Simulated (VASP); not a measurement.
Input of a VASP 6.6.1 run:

The input INCAR:

```
PREC = Accurate ; ENCUT = 520
EDIFF = 1E-6 ; ISMEAR = 0
SIGMA = 0.1 ; LREAL = False
LASPH = True ; NELM = 80
ALGO = Normal ; ISIF = 2
LWAVE = False ; LCHARG = False
LDIPOL = True ; IDIPOL = 3
DIPOL = 0.5 0.5 0.294 ; GGA = PE
NBANDS = 32
```

The input KPOINTS:

```
Automatic mesh
0
Gamma
  10 10 1
```

Contents of POSCAR:

```
Zn
1.0
    5.0092382517      0.0000000000      0.0000000000
    0.0000000000      5.0092382517      0.0000000000
    0.0000000000      0.0000000000     23.8000000000
Zn
4
Direct
    0.7500008699      0.7500008699      0.2941176471
    0.2499991301      0.2499991301      0.2941176471
    0.7500008699      0.2499991301      0.2941176471
    0.2499991301      0.7500008699      0.2941176471
```

Potentials or basis: VASP PAW PBE potentials, release 64 (Zn).

Run with:

```bash
$ cat potpaw_PBE.64/Zn/POTCAR > POTCAR
$ mpirun -np 1 vasp_std > vasp.out
```

Question: What does it give for the band gap on the k mesh?

Answer: Zero (bands 24 and 25 overlap by 1.09 eV).
